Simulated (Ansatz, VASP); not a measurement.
# One calculation of Ga3Sb, two programs

```
Ga Sb
1.0
     3.73927    0.00000    0.00000
    -1.86964    3.23831    0.00000
     0.00000    0.00000    7.68163
Ga Sb
3 1
Direct
  0.33333 0.66667 0.02611
  0.66667 0.33333 0.97389
  0.00000 0.00000 0.00000
  0.00000 0.00000 0.50000
```

Alike in both runs: task single point; functional PBE; k mesh 6 × 6 × 2; occupations gaussian, width 0.1 eV; no spin polarisation.

|  | VASP | Ansatz |
| --- | --- | --- |
| version | VASP 6.6.1 | Ansatz 0.2.0 |
| potentials or method | VASP PAW PBE potentials, release 64 (Ga_d, Sb), cutoff 520 eV | scalar-relativistic, plane waves, PAW |
| valence electrons in the cell | 44 | 54 |

VASP gave:

```
gap on the k mesh at the Fermi level (eV) : none
rms of the force components (eV/Å)        : 1.222
```

**Question.** Which values does Ansatz return?

**Answer.** gap on the k mesh at the Fermi level (eV): none; rms of the force components (eV/Å): 1.219.

Atom by atom the forces differ by 0.003 eV/Å (rms over components). A gap of «none» marks a metal or a gap that the smearing closes. VASP's potentials hold 44 valence electrons a cell and Ansatz's 54, so a difference there can come from the potentials and not from the codes.

The k mesh is coarse, so the values compare programs but aren't converged. Spin-orbit coupling is off throughout.
